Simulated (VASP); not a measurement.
# HfN (F-43m) in VASP: notebook, part 2 of 2

VASP 6.6.1. Earlier steps stand in the parts before.

## (3) Single point, PBEsol (strain +0.050 along x and y, +0.050 along z)

The input, INCAR:

```
PREC = Accurate
ENCUT = 520
EDIFF = 1E-7
ISMEAR = 0
SIGMA = 0.15
LREAL = F
LASPH = T
NELM = 60
ALGO = Normal
ISIF = 2
LWAVE = F
LCHARG = T
GGA = PS
LELF = T
LVHAR = T
NBANDS = 14
```

The input, KPOINTS:

```
Automatic mesh
0
Gamma
  16 16 16
```

The input, POSCAR:

```
HfN
1.0
    0.0000000000      2.5775631000      2.5775631000
    2.5775631000      0.0000000000      2.5775631000
    2.5775631000      2.5775631000      0.0000000000
Hf N
1 1
Direct
    0.0000000000      0.0000000000      0.0000000000
    0.7500000000      0.7500000000      0.7500000000
```

Potentials or basis: VASP PAW PBE potentials, release 64 (Hf_pv, N).

Launch:

```console
$ cat potpaw_PBE.64/Hf_pv/POTCAR potpaw_PBE.64/N/POTCAR > POTCAR
$ mpirun -np 1 vasp_std > vasp.out
```

OUTCAR:

```text
PREC = Accurate
   ENCUT = 520
   EDIFF = 1E-7
   ISMEAR = 0
   LREAL = F
   LASPH = T
   NELM = 60
   ISIF = 2
   GGA = PS

 ion  position               nearest neighbor table
   1  0.000  0.000  0.000-   2 2.23   2 2.23   2 2.23   2 2.23
   2  0.750  0.750  0.750-   1 2.23   1 2.23   1 2.23   1 2.23

  LATTYP: Found a face centered cubic cell.
 ALAT       =     5.1551262000

  Lattice vectors:

 A1 = (   0.0000000000,   2.5775631000,   2.5775631000)
 A2 = (   2.5775631000,   0.0000000000,   2.5775631000)
 A3 = (   2.5775631000,   2.5775631000,   0.0000000000)

Analysis of symmetry for initial positions (statically):
=====================================================================
 Subroutine PRICEL returns:
 Original cell was already a primitive cell.

 Routine SETGRP: Setting up the symmetry group for a
 face centered cubic supercell.

 Subroutine GETGRP returns: Found 24 space group operations
 (whereof 24 operations were pure point group operations)
 out of a pool of 48 trial point group operations.

The static configuration has the point symmetry T_d .

Analysis of symmetry for dynamics (positions and initial velocities):
=====================================================================
 Subroutine PRICEL returns:
 Original cell was already a primitive cell.

 Routine SETGRP: Setting up the symmetry group for a
 face centered cubic supercell.

 Subroutine GETGRP returns: Found 24 space group operations
 (whereof 24 operations were pure point group operations)
 out of a pool of 48 trial point group operations.

The dynamic configuration has the point symmetry T_d .

 Subroutine INISYM returns: Found 24 space group operations
 (whereof 24 operations are pure point group operations),
 and found     1 'primitive' translations

----------------------------------------------------------------------------------------

                                     Primitive cell

  volume of cell :      34.2498

  direct lattice vectors                    reciprocal lattice vectors
     0.000000000  2.577563100  2.577563100    -0.193981672  0.193981672  0.193981672
     2.577563100  0.000000000  2.577563100     0.193981672 -0.193981672  0.193981672
     2.577563100  2.577563100  0.000000000     0.193981672  0.193981672 -0.193981672

  length of vectors
     3.645224694  3.645224694  3.645224694     0.335986112  0.335986112  0.335986112

  position of ions in fractional coordinates (direct lattice)
     0.000000000  0.000000000  0.000000000
     0.750000000  0.750000000  0.750000000

  ion indices of the primitive-cell ions
   primitive index   ion index
                 1           1
                 2           2

----------------------------------------------------------------------------------------

 KPOINTS: Automatic mesh

Automatic generation of k-mesh.
 Grid dimensions read from file:
 generate k-points for:   16   16   16

 Generating k-lattice:

  Cartesian coordinates                     Fractional coordinates (reciprocal lattice)
    -0.012123855  0.012123855  0.012123855     0.062500000  0.000000000  0.000000000
     0.012123855 -0.012123855  0.012123855     0.000000000  0.062500000  0.000000000
     0.012123855  0.012123855 -0.012123855     0.000000000  0.000000000  0.062500000

[... 39 lines left out ...]
   number of dos      NEDOS =    301   number of ions     NIONS =      2
   total plane-waves  NPLWV =  21952
   dimension x,y,z NGX =    28 NGY =   28 NGZ =   28
   dimension x,y,z NGXF=    56 NGYF=   56 NGZF=   56
   ions per type =               1   1
   NGX,Y,Z   is equivalent  to a cutoff of  12.77, 12.77, 12.77 a.u.
   NGXF,Y,Z  is equivalent  to a cutoff of  25.54, 25.54, 25.54 a.u.
 SYSTEM =  unknown system
   PREC   = accura    normal or accurate (medium, high low for compatibility)
   ISTART =      0    job   : 0-new  1-cont  2-samecut
   ICHARG =      2    charge: 1-file 2-atom 10-const
   ISPIN  =      1    spin polarized calculation?
   LNONCOLLINEAR =      F non collinear calculations
   LSORBIT =      F    spin-orbit coupling
   LASPH  =      T    aspherical Exc in radial PAW
   ENCUT  =  520.0 eV  38.22 Ry    6.18 a.u.   6.78  6.78  6.78*2*pi/ulx,y,z
   NELM   =     60;   NELMIN=  2; NELMDL= -5     # of ELM steps
   EDIFF  = 0.1E-06   stopping-criterion for ELM
   LREAL  =      F    real-space projection
   EDIFFG = 0.1E-05   stopping-criterion for IOM
   NSW    =      0    number of steps for IOM
   IBRION =     -1    ionic relax: 0-MD 1-quasi-New 2-CG
   NFREE  =      0    steps in history (QN), initial steepest desc. (CG)
   ISIF   =      2    stress and relaxation
   ISYM   =      2    0-nonsym 1-usesym 2-fastsym
   POTIM  = 0.5000    time-step for ionic-motion
   TEBEG  =    0.0;   TEEND  =   0.0 temperature during run
   PSTRESS=    0.0 pullay stress
   NELECT =      15.0000    total number of electrons
   NUPDOWN=      -1.0000    fix difference up-down
   EMIN   =  10.00;   EMAX   =-10.00  energy-range for DOS
   EFERMI =   0.00;   METHOD = LEGACY
   ISMEAR =     0;   SIGMA  =   0.15  broadening in eV -4-tet -1-fermi 0-gaus
   EFERMI_NEDOS =   21; number of points for ismear=-14 and -15
   IALGO  =     38    algorithm
   IMIX   =      4    mixing-type and parameters
     AMIX     =   0.40;   BMIX     =  1.00
     AMIX_MAG =   1.60;   BMIX_MAG =  1.00
  volume/ion in A,a.u.               =      17.12       115.56
  Fermi-wavevector in a.u.,A,eV,Ry     =   1.243233  2.349370 21.029558  1.545629
  Thomas-Fermi vector in A             =   2.377553
   LORBIT       =      0    0 simple, 1 ext, 2 COOP (PROOUT), +10 PAW based schemes
   GGA     = PS    functional components
   LHFCALC =     F    Hartree Fock is set to
   AEXX    =    0.0000 exact exchange contribution
   IVDW    =     0    specifies the selected vdW correction
   LEPSILON=     F    determine dielectric tensor
   LRPA    =     F    only Hartree local field effects (RPA)
 non-spin polarized calculation
 Gauss-broadening in eV      SIGMA  =   0.15
  energy-cutoff  :      520.00
  volume of cell :       34.25
 maximum number of plane-waves:       941
   NGX = 13   NGY = 13   NGZ = 13

 number of electron      15.0000002 magnetization

 Free energy of the ion-electron system (eV)
  ---------------------------------------------------
  ext. energy  EPLUGINS =         0.00000000
  ---------------------------------------------------
  free energy    TOTEN  =       -21.76000369 eV

  energy without entropy =      -21.75114126  energy(sigma->0) =      -21.75557247

 E-fermi :   4.5315     XC(G=0): -10.7166

 val. band max:        4.4998460927   @ k =  -0.3750   0.2500   0.1250
 cond. band min:       4.5361421144   @ k =   0.3125   0.2500   0.0625
 fundamental gap:      0.0362960218
 Fermi energy:         4.5314906253

 k-point     1 :       0.0000    0.0000    0.0000
  band No.  band energies     occupation
      1     -27.0457      2.00000
      2     -27.0457      2.00000
      3     -27.0457      2.00000
      4     -10.8379      2.00000
      5      -0.2770      2.00000
      6      -0.2770      2.00000
      7      -0.2770      2.00000
      8       3.4756      2.00000
      9       6.3896      0.00000
     10       6.3896      0.00000
     11      10.1769      0.00000
     12      10.1769      0.00000
     13      10.1769      0.00000
     14      16.4143      0.00000
[... 377 lines left out ...]
      1     -27.0699      2.00000
      2     -27.0525      2.00000
      3     -27.0478      2.00000
      4     -10.7496      2.00000
      5      -0.5227      2.00000
      6      -0.2243      2.00000
      7      -0.2018      2.00000
      8       4.0081      2.00000
      9       6.1583      0.00000
     10       6.3654      0.00000
     11       9.9869      0.00000
     12      10.1901      0.00000
     13      10.3799      0.00000
     14      15.1943      0.00000

 [... further k-points ...]

------------------------ aborting loop because EDIFF is reached ----------------------------------------

  FORCE on cell =-STRESS in cart. coord.  units (eV):
  Direction    XX          YY          ZZ          XY          YZ          ZX
  --------------------------------------------------------------------------------------
  -------------------------------------------------------------------------------------
  Total       -5.4718663     -5.4718663     -5.4718663      0.0000000      0.0000000      0.0000000
  in kB     -255.9694585   -255.9694585   -255.9694585      0.0000000      0.0000000      0.0000000
  external PRESSURE =    -255.9694585 kB  Pullay stress =       0.0000000 kB

 VOLUME and BASIS-vectors are now :
 -----------------------------------------------------------------------------
  energy-cutoff  :      520.00
  volume of cell :       34.25
      direct lattice vectors                 reciprocal lattice vectors
     0.000000000  2.577563100  2.577563100    -0.193981672  0.193981672  0.193981672
     2.577563100  0.000000000  2.577563100     0.193981672 -0.193981672  0.193981672
     2.577563100  2.577563100  0.000000000     0.193981672  0.193981672 -0.193981672

 POSITION                                       TOTAL-FORCE (eV/Angst)
 -----------------------------------------------------------------------------------
      0.00000      0.00000      0.00000         0.000000      0.000000      0.000000
      3.86634      3.86634      3.86634        -0.000000     -0.000000     -0.000000
 -----------------------------------------------------------------------------------
    total drift:                               -0.000000     -0.000000     -0.000000

  FREE ENERGIE OF THE ION-ELECTRON SYSTEM (eV)
  ---------------------------------------------------
  free  energy   TOTEN  =       -21.7600036852 eV

  energy  without entropy=      -21.7511412592  energy(sigma->0) =      -21.75557247
```

stdout:

```text
POSCAR found type information on POSCAR HfN
 POSCAR found :  2 types and       2 ions
 scaLAPACK will be used
 -----------------------------------------------------------------------------
|                                                                             |
|                                                                             |
|     You enforced a specific xc type in the INCAR file but a different       |
|     I HOPE YOU KNOW WHAT YOU ARE DOING!                                     |
|                                                                             |
 -----------------------------------------------------------------------------

 LDA part: xc-table for (Slater+PW92), standard interpolation
 POSCAR, INCAR and KPOINTS ok, starting setup
 FFT: planning ... GRIDC
 FFT: planning ... GRID_SOFT
 FFT: planning ... GRID
 WAVECAR not read
 entering main loop
```

It took 59 s on 1 thread of AMD EPYC 9R14 (Zen 4), shared host; peak memory 0.18 GiB.

What came out:

```
Free energy            : -21.7600 eV
Pressure               : -25.6 GPa
Band gap on the k mesh : zero (an odd number of electrons rules out a gap without spin polarisation)
```

Levels at points of the mesh, in eV from the Fermi level:
| k point | band 6 | band 7 | band 8 | band 9 | band 10 | band 11 |
| --- | --- | --- | --- | --- | --- | --- |
| (0.00, 0.00, 0.00) | -4.81 | -4.81 | -1.06 | 1.86 | 1.86 | 5.65 |
| (0.50, 0.00, 0.00) | -4.33 | -4.33 | 1.29 | 2.25 | 2.25 | 3.61 |
| (0.50, 0.50, 0.00) | -3.40 | -3.40 | -1.04 | 1.75 | 3.28 | 3.86 |

Caveat: the cell differs from its parent crystal (strain +0.050 along x and y, +0.050 along z); the cell stands under tension; the PAW data sets were made with another functional, which shifts forces and pressure a little; spin-orbit coupling is left out, which moves the levels of the heavy elements; an odd number of electrons without spin polarisation forces a metal; a magnetic or distorted state may lie lower.

The gap in the log of VASP goes by the Fermi energy; the results here count the filled bands.